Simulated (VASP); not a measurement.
# TaN in VASP: a series of runs

TaN is run at these levels: PBEsol; tasks: electric field gradients.

Program: VASP 6.6.1. These are calculated values, not measurements. Logs are shortened: lines on timing, memory, paths and dates and some standing lists are left out, and cuts for length are marked.

**1. The cell of the first run**

Symmetry: P6_3/mmc, No. 194, hexagonal system. Conventional cell: a = 3.028 Å, b = 3.028 Å, c = 4.885 Å, α = 90.00°, β = 90.00°, γ = 120.00°. Ta (site symmetry -3m) has 6 N at 2.13 Å and 2 Ta at 2.44 Å within 2.8 Å. N (site symmetry -6m2) has 6 Ta at 2.13 Å within 2.8 Å.

**2. Electric field gradients, PBEsol (9.69 Å³/atom)**

INCAR

```
PREC     = Accurate       # precision mode
ENCUT    = 520            # plane-wave cutoff, eV
EDIFF    = 1E-8           # SCF threshold, eV
ISMEAR   = -1             # smearing method
SIGMA    = 0.01           # smearing width, eV
LREAL    = False          # projectors in reciprocal space
LASPH    = True           # aspherical terms in the spheres
NELM     = 100            # most SCF steps
ALGO     = Normal         # electronic algorithm
ISIF     = 2              # what is computed and relaxed
LWAVE    = False          # write WAVECAR
LCHARG   = False          # write CHGCAR
GGA      = PS             # functional
LEFG     = True         
NBANDS   = 24             # bands
```

KPOINTS

```
regular mesh
0
Gamma
  9 9 5
```

POSCAR

```
TaN
1.0
    3.0275449731      0.0000000000      0.0000000000
   -1.5137724866      2.6219308577      0.0000000000
    0.0000000000      0.0000000000      4.8849922940
Ta N
2 2
Direct
    0.0000000000      0.0000000000      0.0000000000
    0.0000000000      0.0000000000      0.5000000000
    0.3333333333      0.6666666667      0.2500000000
    0.6666666667      0.3333333333      0.7500000000
```

Potentials or basis: VASP PAW PBE potentials, release 64 (Ta_pv, N).

On the command line:

```sh
$ cat potpaw_PBE.64/Ta_pv/POTCAR potpaw_PBE.64/N/POTCAR > POTCAR
$ mpirun -np 1 vasp_std > vasp.out
```

OUTCAR:

```text
PREC = Accurate
   ENCUT = 520
   EDIFF = 1E-8
   ISMEAR = -1
   LREAL = False
   LASPH = True
   NELM = 100
   ISIF = 2
   GGA = PS

 ion  position               nearest neighbor table
   1  0.000  0.000  0.000-   3 2.13   4 2.13   3 2.13   4 2.13   4 2.13   3 2.13   2 2.44   2 2.44

   2  0.000  0.000  0.500-   3 2.13   4 2.13   3 2.13   4 2.13   4 2.13   3 2.13   1 2.44   1 2.44

   3  0.333  0.667  0.250-   1 2.13   2 2.13   1 2.13   2 2.13   1 2.13   2 2.13
   4  0.667  0.333  0.750-   1 2.13   2 2.13   1 2.13   2 2.13   1 2.13   2 2.13

  LATTYP: Found a hexagonal cell.
 ALAT       =     3.0275449731
 C/A-ratio  =     1.6135160129

  Lattice vectors:

 A1 = (   3.0275449731,   0.0000000000,   0.0000000000)
 A2 = (  -1.5137724866,   2.6219308577,   0.0000000000)
 A3 = (   0.0000000000,   0.0000000000,   4.8849922940)

Analysis of symmetry for initial positions (statically):
=====================================================================
 Subroutine PRICEL returns:
 Original cell was already a primitive cell.

 Routine SETGRP: Setting up the symmetry group for a
 hexagonal supercell.

 Subroutine GETGRP returns: Found 24 space group operations
 (whereof 12 operations were pure point group operations)
 out of a pool of 24 trial point group operations.

The static configuration has the point symmetry D_3d.
 The point group associated with its full space group is D_6h.

Analysis of symmetry for dynamics (positions and initial velocities):
=====================================================================
 Subroutine PRICEL returns:
 Original cell was already a primitive cell.

 Routine SETGRP: Setting up the symmetry group for a
 hexagonal supercell.

 Subroutine GETGRP returns: Found 24 space group operations
 (whereof 12 operations were pure point group operations)
 out of a pool of 24 trial point group operations.

The dynamic configuration has the point symmetry D_3d.
 The point group associated with its full space group is D_6h.

 Subroutine INISYM returns: Found 24 space group operations
 (whereof 12 operations are pure point group operations),
 and found     1 'primitive' translations

----------------------------------------------------------------------------------------

                                     Primitive cell

  volume of cell :      38.7771

  direct lattice vectors                    reciprocal lattice vectors
     3.027544973  0.000000000  0.000000000     0.330300626  0.190699155  0.000000000
    -1.513772487  2.621930858  0.000000000     0.000000000  0.381398311  0.000000000
     0.000000000  0.000000000  4.884992294     0.000000000  0.000000000  0.204708614

  length of vectors
     3.027544973  3.027544973  4.884992294     0.381398311  0.381398311  0.204708614

  position of ions in fractional coordinates (direct lattice)
     0.000000000  0.000000000  0.000000000
     0.000000000  0.000000000  0.500000000
     0.333333333  0.666666667  0.250000000
     0.666666667  0.333333333  0.750000000

  ion indices of the primitive-cell ions
   primitive index   ion index
                 1           1
                 2           2
                 3           3
                 4           4

----------------------------------------------------------------------------------------

 KPOINTS: regular mesh

Automatic generation of k-mesh.
 Grid dimensions read from file:
 generate k-points for:    9    9    5

 Generating k-lattice:

  Cartesian coordinates                     Fractional coordinates (reciprocal lattice)
     0.036700070  0.021188795  0.000000000     0.111111111  0.000000000  0.000000000
     0.000000000  0.042377590  0.000000000     0.000000000  0.111111111  0.000000000
     0.000000000  0.000000000  0.040941723     0.000000000  0.000000000  0.200000000

  Length of vectors
     0.042377590  0.042377590  0.040941723

  Shift w.r.t. Gamma in fractional coordinates (k-lattice)
     0.000000000  0.000000000  0.000000000

 Subroutine IBZKPT returns following result:
 ===========================================

 Found     36 irreducible k-points:

 Following reciprocal coordinates:
            Coordinates               Weight
  0.000000  0.000000  0.000000      1.000000
  0.111111 -0.000000  0.000000      6.000000
  0.222222 -0.000000  0.000000      6.000000
  0.333333 -0.000000  0.000000      6.000000
  0.444444 -0.000000  0.000000      6.000000
  0.111111  0.111111  0.000000      6.000000
[... 16 lines left out ...]
  0.333333  0.222222  0.200000     24.000000
  0.333333  0.333333  0.200000      4.000000
 [... further k-points ...]
   k-points           NKPTS =     36   k-points in BZ     NKDIM =     36   number of bands    NBANDS=     24
   number of dos      NEDOS =    301   number of ions     NIONS =      4
   total plane-waves  NPLWV =  20736
   dimension x,y,z NGX =    24 NGY =   24 NGZ =   36
   dimension x,y,z NGXF=    48 NGYF=   48 NGZF=   72
   ions per type =               2   2
   NGX,Y,Z   is equivalent  to a cutoff of  13.18, 13.18, 12.25 a.u.
   NGXF,Y,Z  is equivalent  to a cutoff of  26.36, 26.36, 24.50 a.u.
 SYSTEM =  unknown system
   PREC   = accura    normal or accurate (medium, high low for compatibility)
   ISTART =      0    job   : 0-new  1-cont  2-samecut
   ICHARG =      2    charge: 1-file 2-atom 10-const
   ISPIN  =      1    spin polarized calculation?
   LNONCOLLINEAR =      F non collinear calculations
   LSORBIT =      F    spin-orbit coupling
   LASPH  =      T    aspherical Exc in radial PAW
   ENCUT  =  520.0 eV  38.22 Ry    6.18 a.u.   5.63  5.63  9.08*2*pi/ulx,y,z
   NELM   =    100;   NELMIN=  2; NELMDL= -5     # of ELM steps
   EDIFF  = 0.1E-07   stopping-criterion for ELM
   LREAL  =      F    real-space projection
   EDIFFG = 0.1E-06   stopping-criterion for IOM
   NSW    =      0    number of steps for IOM
   IBRION =     -1    ionic relax: 0-MD 1-quasi-New 2-CG
   NFREE  =      0    steps in history (QN), initial steepest desc. (CG)
   ISIF   =      2    stress and relaxation
   ISYM   =      2    0-nonsym 1-usesym 2-fastsym
   POTIM  = 0.5000    time-step for ionic-motion
   TEBEG  =    0.0;   TEEND  =   0.0 temperature during run
   PSTRESS=    0.0 pullay stress
   NELECT =      32.0000    total number of electrons
   NUPDOWN=      -1.0000    fix difference up-down
   EMIN   =  10.00;   EMAX   =-10.00  energy-range for DOS
   EFERMI =   0.00;   METHOD = LEGACY
   ISMEAR =    -1;   SIGMA  =   0.01  broadening in eV -4-tet -1-fermi 0-gaus
   EFERMI_NEDOS =   21; number of points for ismear=-14 and -15
   IALGO  =     38    algorithm
   IMIX   =      4    mixing-type and parameters
     AMIX     =   0.40;   BMIX     =  1.00
     AMIX_MAG =   1.60;   BMIX_MAG =  1.00
  volume/ion in A,a.u.               =       9.69        65.42
  Fermi-wavevector in a.u.,A,eV,Ry     =   1.535558  2.901784 32.081703  2.357939
  Thomas-Fermi vector in A             =   2.642330
   LORBIT       =      0    0 simple, 1 ext, 2 COOP (PROOUT), +10 PAW based schemes
   GGA     = PS    functional components
   LHFCALC =     F    Hartree Fock is set to
   AEXX    =    0.0000 exact exchange contribution
   IVDW    =     0    specifies the selected vdW correction
   LEPSILON=     F    determine dielectric tensor
   LRPA    =     F    only Hartree local field effects (RPA)
 non-spin polarized calculation
  energy-cutoff  :      520.00
  volume of cell :       38.78
 maximum number of plane-waves:      1087
 NGX is ok and might be reduce to    24
   NGX = 11   NGY = 11   NGZ = 19

 number of electron      32.0000000 magnetization

 Free energy of the ion-electron system (eV)
  ---------------------------------------------------
  ext. energy  EPLUGINS =         0.00000000
  ---------------------------------------------------
  free energy    TOTEN  =       -44.03080897 eV

  energy without entropy =      -44.02858146  energy(sigma->0) =      -44.02969522

 E-fermi :   9.9361     XC(G=0): -14.0181

 val. band max:        9.9348244648   @ k =   0.2222  -0.0000   0.2000
 cond. band min:       9.9364144310   @ k =   0.2222   0.1111   0.0000
 fundamental gap:      0.0015899663
 Fermi energy:         9.9361498761

 k-point     1 :       0.0000    0.0000    0.0000
  band No.  band energies     occupation
      1     -27.2587      2.00000
      2     -25.2818      2.00000
      3     -25.2818      2.00000
      4     -24.8778      2.00000
      5     -24.8778      2.00000
      6     -24.0289      2.00000
[... 16 lines left out ...]
     23      15.1559      0.00000
     24      16.8355      0.00000

 k-point     2 :       0.1111   -0.0000    0.0000
  band No.  band energies     occupation
      1     -27.2296      2.00000
      2     -25.4080      2.00000
      3     -25.3078      2.00000
      4     -24.9735      2.00000
      5     -24.8983      2.00000
      6     -24.0175      2.00000
[... 16 lines left out ...]
     23      15.5055      0.00000
     24      16.7534      0.00000

 k-point     3 :       0.2222   -0.0000    0.0000
  band No.  band energies     occupation
      1     -27.1550      2.00000
      2     -25.7137      2.00000
      3     -25.3729      2.00000
      4     -25.2094      2.00000
      5     -24.9498      2.00000
      6     -23.9887      2.00000
[... 16 lines left out ...]
     23      16.8054      0.00000
     24      16.9158      0.00000
[... 514 lines left out ...]
 k-point    23 :       0.3333    0.2222    0.2000
  band No.  band energies     occupation
      1     -26.7335      2.00000
      2     -26.0679      2.00000
      3     -25.7042      2.00000
      4     -25.5911      2.00000
      5     -25.2932      2.00000
      6     -24.2675      2.00000
[... 16 lines left out ...]
     23      16.8646      0.00000
     24      18.0823      0.00000

 k-point    24 :       0.3333    0.3333    0.2000
  band No.  band energies     occupation
      1     -26.7182      2.00000
      2     -25.9222      2.00000
      3     -25.9222      2.00000
      4     -25.4721      2.00000
      5     -25.4721      2.00000
      6     -24.2604      2.00000
[... 16 lines left out ...]
     23      17.5505      0.00000
     24      17.5505      0.00000

 [... further k-points ...]
[... 5 lines left out ...]
  --------------------------------------------------------------------------------------
  -------------------------------------------------------------------------------------
  Total        7.5551561      7.5551561     29.3303460     -0.0000000      0.0000000     -0.0000000
  in kB      312.1607557    312.1607556   1211.8588745     -0.0000000      0.0000000     -0.0000000
  external PRESSURE =     612.0601286 kB  Pullay stress =       0.0000000 kB

 VOLUME and BASIS-vectors are now :
 -----------------------------------------------------------------------------
  energy-cutoff  :      520.00
  volume of cell :       38.78
      direct lattice vectors                 reciprocal lattice vectors
     3.027544973  0.000000000  0.000000000     0.330300626  0.190699155  0.000000000
    -1.513772487  2.621930858  0.000000000     0.000000000  0.381398311  0.000000000
     0.000000000  0.000000000  4.884992294     0.000000000  0.000000000  0.204708614

 POSITION                                       TOTAL-FORCE (eV/Angst)
 -----------------------------------------------------------------------------------
      0.00000      0.00000      0.00000         0.000000      0.000000     -0.000000
      0.00000      0.00000      2.44250         0.000000      0.000000     -0.000000
     -0.00000      1.74795      1.22125         0.000000     -0.000000      0.000000
      1.51377      0.87398      3.66374        -0.000000      0.000000     -0.000000
 -----------------------------------------------------------------------------------
    total drift:                               -0.000000      0.000000      0.000000

  FREE ENERGIE OF THE ION-ELECTRON SYSTEM (eV)
  ---------------------------------------------------
  free  energy   TOTEN  =       -44.0308089691 eV

  energy  without entropy=      -44.0285814650  energy(sigma->0) =      -44.02969522

 Electric field gradients (V/A^2)
---------------------------------------------------------------------
 ion       V_xx      V_yy      V_zz      V_xy      V_xz      V_yz
---------------------------------------------------------------------
   1      89.094    89.094  -178.188    -0.000     0.000    -0.000
   2      89.094    89.094  -178.188    -0.000    -0.000     0.000
   3      -2.604    -2.603     5.207     0.001     0.000    -0.000
   4      -2.604    -2.603     5.207     0.001    -0.000    -0.000
---------------------------------------------------------------------

 Electric field gradients after diagonalization (V/A^2)
 (convention: |V_zz| > |V_xx| > |V_yy|)
----------------------------------------------------------------------
 ion       V_xx      V_yy      V_zz     asymmetry (V_yy - V_xx)/ V_zz
----------------------------------------------------------------------
   1      89.094    89.094  -178.188       0.000
   2      89.094    89.094  -178.188       0.000
   3      -2.605    -2.603     5.207       0.000
   4      -2.605    -2.603     5.207       0.000
----------------------------------------------------------------------

           NMR quadrupolar parameters

 Cq : quadrupolar parameter    Cq=e*Q*V_zz/h
 eta: asymmetry parameters     (V_yy - V_xx)/ V_zz
 Q  : nuclear electric quadrupole moment in mb (millibarn)
----------------------------------------------------------------------
 ion       Cq(MHz)       eta       Q (mb)
----------------------------------------------------------------------
   1      -0.431       0.000       1.000
   2      -0.431       0.000       1.000
   3       0.013       0.000       1.000
   4       0.013       0.000       1.000
----------------------------------------------------------------------
```

It took 13 s on 1 thread of Intel Xeon 6975P-C (Granite Rapids), shared host; peak memory 0.16 GiB.

What came out:

| Quantity | Value |
| --- | --- |
| Free energy | -44.0308 eV |
| Pressure | 61.2 GPa |
| Band gap on the k mesh | zero (bands 16 and 17 overlap by 2.64 eV) |
| Largest electric field gradient by atom | Ta -178.2; N +5.2 V/Å² |

Electric field gradients, principal values (V/Å²):
```tsv
atom	least	middle	greatest (by size)
1 Ta	89.094	89.094	-178.188
2 Ta	89.094	89.094	-178.188
3 N	-2.603	-2.605	5.207
4 N	-2.603	-2.605	5.207
```

Caveat: the cell stands under pressure; without QUAD_EFG the Cq values of the log hold for a quadrupole moment of 1 mb, not for the nuclei; the PAW data sets were made with another functional, which shifts forces and pressure a little; spin-orbit coupling is left out, which moves the levels of the heavy elements.

(Part 1 of 2 ends here.)
